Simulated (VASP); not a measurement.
A run of VASP 6.6.1:

File INCAR:

```
ALGO = Fast ; EDIFF = 1E-6
EDIFFG = -0.01 ; ENCUT = 600
GGA = PE ; IBRION = 2
ISIF = 3 ; ISMEAR = 0
LASPH = True ; LCHARG = False
LREAL = False ; LWAVE = False
NELM = 100 ; NSW = 100
PREC = Accurate ; SIGMA = 0.1
```

File KPOINTS:

```
k-points
0
Gamma
  10 10 10
```

Contents of POSCAR:

```
Cs2Cd
1.0
    0.0000000000      4.6873783304      4.6873783304
    4.6873783304      0.0000000000      4.6873783304
    4.6873783304      4.6873783304      0.0000000000
Cs Cd
2 1
Direct
    0.2500000000      0.2500000000      0.2500000000
    0.7500000000      0.7500000000      0.7500000000
    0.5000000000      0.5000000000      0.5000000000
```

Potentials or basis: VASP PAW PBE potentials, release 64 (Cs_sv, Cd).

Run with:

```sh
$ cat potpaw_PBE.64/Cs_sv/POTCAR potpaw_PBE.64/Cd/POTCAR > POTCAR
$ mpirun -np 1 vasp_std > vasp.out
```

Hardware: 1 thread of Intel(R) Xeon(R) Platinum 8488C (Sapphire Rapids), with other jobs on the host.

Task: How long does it take, and how much memory?

Result: Wall time 8.2 min on 1 thread of Intel(R) Xeon(R) Platinum 8488C (Sapphire Rapids), with other jobs on the host, peak memory 0.57 GiB. Counts: scf iterations 40, k points 47, ion steps 4.
